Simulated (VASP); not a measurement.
Write the native input for VASP 6.6.1 that does the following.

```
Task                   : single point
Functional             : r2SCAN
Potentials or basis    : VASP PAW PBE potentials, release 64 (Ga_d, N_h)
Cutoff                 : 1460 eV
k mesh                 : 9 × 9 × 4
Occupations            : gaussian, width 0.01 eV
Spin                   : no spin polarisation
Dipole correction      : no
Further INCAR settings : ALGO = Normal; EDIFF = 1e-06; NBANDS = 26
```

GaN:

```xyz
4
Lattice="3.1510 0.0000 0.0000 -1.5755 2.7288 0.0000 0.0000 0.0000 5.1313" Properties=species:S:1:pos:R:3 pbc="T T T"
Ga    0.0000    1.8192   -0.0046
Ga    1.5755    0.9096    2.5611
N     0.0000    1.8192    1.9288
N     1.5755    0.9096    4.4944
```

One way to write it, as run:

POSCAR

```
GaN
1.0
    3.1509943483      0.0000000000      0.0000000000
   -1.5754971741      2.7288411528      0.0000000000
    0.0000000000      0.0000000000      5.1312621142
Ga N
2 2
Direct
    0.3333333333      0.6666666667     -0.0008868499
    0.6666666667      0.3333333333      0.4991131501
    0.3333333333      0.6666666667      0.3758868499
    0.6666666667      0.3333333333      0.8758868499
```

INCAR.step1

```
ALGO = Normal
EDIFF = 1E-5
ENCUT = 1460
GGA = PE
GGA_COMPAT = F
ISMEAR = 0
LASPH = T
LCHARG = F
LREAL = F
LWAVE = T
NBANDS = 26
NELM = 120
PREC = Accurate
SIGMA = 0.01
```

INCAR.step2

```
ALGO = Normal
EDIFF = 1E-6
ENCUT = 1460
GGA_COMPAT = F
ISIF = 2
ISMEAR = 0
ISTART = 1
LASPH = T
LCHARG = T
LELF = T
LMIXTAU = T
LREAL = F
LVHAR = T
LWAVE = F
METAGGA = R2SCAN
NBANDS = 26
NELM = 120
PREC = Accurate
SIGMA = 0.01
```

KPOINTS

```
k-points
0
Gamma
  9 9 4
```

Potentials or basis: VASP PAW PBE potentials, release 64 (Ga_d, N_h).

Run with:

```console
$ cat potpaw_PBE.64/Ga_d/POTCAR potpaw_PBE.64/N_h/POTCAR > POTCAR
$ cp INCAR.step1 INCAR
$ mpirun -np 1 vasp_std > vasp.out
$ cp INCAR.step2 INCAR
$ mpirun -np 1 vasp_std > vasp.out
```

Results of the run:

```yaml
Pressure: 7.5 GPa
Largest_force: 0.005 eV/Å
Band_gap_on_the_k_mesh: 2.55 eV
```

Caveat: the cell stands under pressure; the PAW data sets were made with another functional, which shifts forces and pressure a little.

Wall time 5.3 min on 1 thread of Intel(R) Xeon(R) 6975P-C (Granite Rapids) (shared host), peak memory 0.46 GiB.
